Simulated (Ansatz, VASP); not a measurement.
# In: VASP beside Ansatz

File INCAR:

```
PREC = Accurate ; ENCUT = 600
EDIFF = 1E-6 ; ISMEAR = -1
SIGMA = 0.08 ; LREAL = False
LASPH = True ; NELM = 60
ALGO = Normal ; ISIF = 3
LWAVE = False ; LCHARG = False
GGA = PS ; IBRION = 2
NSW = 60 ; EDIFFG = -0.005
```

The input KPOINTS:

```
Automatic mesh
0
Gamma
  10 10 10
```

Contents of POSCAR:

```
In
1.0
    0.0000000000      3.1740164767      3.1740164767
    3.1740164767      0.0000000000      3.1740164767
    3.1740164767      3.1740164767      0.0000000000
In
2
Direct
   -0.1250000000     -0.1250000000     -0.1250000000
    0.1250000000      0.1250000000      0.1250000000
```

Input for Ansatz:

```yaml
crystal:
  lattice:
    - [0.0, 3.1740164767, 3.1740164767]
    - [3.1740164767, 0.0, 3.1740164767]
    - [3.1740164767, 3.1740164767, 0.0]
  atoms:
    - { symbol: In, position: [-0.125, -0.125, -0.125] }
    - { symbol: In, position: [0.125, 0.125, 0.125] }
kpoints:
  mp_grid: { grid: [10, 10, 10] }
scf:
  occupations: { method: fermi_dirac, width: 0.08 }
hamiltonian:
  xc: pbesol
  pseudopotentials: { kind: paw }
output:
  forces: true
  stress: true
relax:
  f_tol: 0.005
  max_steps: 40
  cell: {}
```

Alike in both runs: task relaxation of cell and atoms; functional PBEsol; k mesh 10 × 10 × 10; occupations fermi-dirac, width 0.08 eV; no spin polarisation.

|  | VASP | Ansatz |
| --- | --- | --- |
| version | VASP 6.6.1 | Ansatz 0.2.0 |
| potentials or method | VASP PAW PBE potentials, release 64 (In_d) | PAW with Ansatz's default frozen-core files, scalar-relativistic |
| plane-wave cutoff (eV) | 600 | 420 |
| valence electrons in the cell | 26 | 26 |

|  | VASP | Ansatz | Ansatz less VASP |
| --- | --- | --- | --- |
| relaxed volume (Å³/atom) | 35.36 | 35.39 | +0.027 |
| relaxed cell length with the largest relative difference (Å) | 4.642 | 4.643 | +0.0012 |

VASP's potentials were made for PBE, not for PBEsol.
